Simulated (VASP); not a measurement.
Pd, 1 atom in the cell. Symmetry: Fm-3m, No. 225, cubic system. The conventional cell has a = 3.965 Å, b = 3.965 Å, c = 3.965 Å, α = 90.00°, β = 90.00°, γ = 90.00°. Pd (site symmetry m-3m) has 12 Pd at 2.80 Å within 3.7 Å. 

```yaml
Program: VASP 6.6.1
Task: single point
Functional: r2SCAN
Potentials_or_basis: VASP PAW PBE potentials, release 64 (Pd)
Cutoff: 550 eV
k_mesh: 23 × 23 × 23
Occupations: fermi-dirac, width 0.05 eV
Spin: collinear spin
Starting_moments: "[0.436] μB"
Dipole_correction: no
Further_INCAR_settings: ALGO = Normal; EDIFF = 1e-06; NBANDS = 15
```

Potentials or basis: VASP PAW PBE potentials, release 64 (Pd).

The run is started by

```sh
$ cat potpaw_PBE.64/Pd/POTCAR > POTCAR
$ cp INCAR.step1 INCAR
$ mpirun -np 1 vasp_std > vasp.out
$ cp INCAR.step2 INCAR
$ mpirun -np 1 vasp_std > vasp.out
```

Hardware: 1 thread of Oxide Virtual Turin-like Processor (shared host).

Problem. Estimate the wall time of this run.

Solution. It took 10 min on 1 thread of Oxide Virtual Turin-like Processor (shared host), peak memory 0.23 GiB. Counts: k points 364.
